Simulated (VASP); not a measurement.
**MoS2: single point with LDA**

MoS2:

```
Mo S
1.0
     3.16100    0.04742    0.04742
    -1.53944    2.71380    0.01736
     0.18443    0.18443   12.29500
Mo S
2 4
Direct
  0.33333 0.66667 0.25000
  0.66667 0.33333 0.75000
  0.33333 0.66667 0.62750
  0.66667 0.33333 0.12750
  0.33333 0.66667 0.87250
  0.66667 0.33333 0.37250
```

This cell differs from its parent crystal: equal xy, yz and zx shear strains of +3 %.

- Program: VASP 6.6.1
- Task: single point
- Functional: LDA
- Potentials or basis: VASP PAW LDA potentials, release 64 (Mo_sv, S)
- Cutoff: 520 eV
- k mesh: 10 × 10 × 3
- Occupations: fermi-dirac, width 0.03 eV
- Spin: no spin polarisation
- Dipole correction: no
- Further INCAR settings: ALGO = Normal; EDIFF = 1e-06; NBANDS = 35

```yaml
Pressure: 1.6 GPa
Largest_force: 1.109 eV/Å
Band_gap_on_the_k_mesh: 0.79 eV (least direct gap 1.77 eV)
```

Forces in eV/Å, atoms in the order of the input:
```
Mo  -0.185  0.013  0.069
Mo   0.185 -0.013 -0.069
S    0.367  0.464 -0.780
S    0.550  0.451 -0.851
S   -0.550 -0.451  0.851
S   -0.367 -0.464  0.780
```

Stress tensor (GPa, compression positive):
```
-0.66 -2.53 -4.41
-2.53 -0.58 -4.40
-4.41 -4.40  6.15
```

Levels at points of the mesh, in eV from the valence-band top:
```tsv
k point	band 23	band 24	band 25	band 26	band 27	band 28	band 29	band 30
(0.00, 0.00, 0.00)	-2.53	-1.29	-1.18	0.00	1.77	1.80	2.03	2.08
(0.50, 0.00, 0.00)	-1.87	-1.72	-1.66	-1.48	1.35	1.40	1.84	2.02
(0.00, 0.50, 0.00)	-2.02	-1.87	-1.59	-1.43	1.32	1.35	1.90	2.10
(0.50, 0.50, 0.00)	-2.17	-2.02	-1.53	-1.39	1.36	1.40	1.88	2.12
```

Run time: 9.8 min on 1 thread of Intel Xeon 8259CL, on a shared host, peak memory 0.47 GiB.

Caveat: the cell differs from its parent crystal (equal xy, yz and zx shear strains of +3 %); the stress differs along the axes, from -1 to 6 GPa; forces of over 1 eV/Å act on the atoms, so gaps and moduli don't describe the material at rest. A k mesh can miss the band edges.
